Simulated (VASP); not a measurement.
## Ca: single point with PBE

The system is Ca.

```
Ca
1.0
    -2.30313    2.30313    2.11888
     2.30313   -2.30313    2.11888
     2.30313    2.30313   -2.11888
Ca
1
Direct
  0.00000 0.00000 0.00000
```

This cell differs from its parent crystal: ratio of the length along z to the lengths across it x 0.92, volume and fractional coordinates fixed.

```
Program                : VASP 6.6.1
Task                   : single point
Functional             : PBE
Potentials or basis    : VASP PAW PBE potentials, release 64 (Ca_sv)
Cutoff                 : 520 eV
k mesh                 : 16 × 16 × 16
Occupations            : gaussian, width 0.15 eV
Spin                   : no spin polarisation
Dipole correction      : no
Further INCAR settings : ALGO = Fast; EDIFF = 1e-06; NBANDS = 11
```

```json
{
  "Pressure": "-1.0 GPa",
  "Band gap on the k mesh": "zero (band 5 reaches 2.08 eV, above the bottom of band 6 at 1.52 eV)"
}
```

Stress tensor (GPa, compression positive):
```
-1.06  0.00  0.00
 0.00 -1.06  0.00
 0.00  0.00 -0.86
```

Levels at points of the mesh, in eV from the Fermi level:
| k point | band 3 | band 4 | band 5 | band 6 | band 7 | band 8 |
| --- | --- | --- | --- | --- | --- | --- |
| (0.00, 0.00, 0.00) | -23.13 | -23.13 | -3.96 | 1.97 | 2.34 | 2.34 |
| (0.50, 0.00, 0.00) | -23.17 | -23.14 | -0.80 | 0.02 | 1.17 | 3.12 |
| (0.50, 0.50, 0.00) | -23.18 | -23.13 | -1.01 | -0.24 | 1.62 | 2.80 |
| (0.50, 0.50, 0.50) | -23.22 | -23.21 | 0.03 | 0.17 | 3.25 | 3.25 |

Run time: 81 s on 1 thread of Intel(R) Xeon(R) 6975P-C (Granite Rapids), with other jobs on the host, peak memory 0.29 GiB.
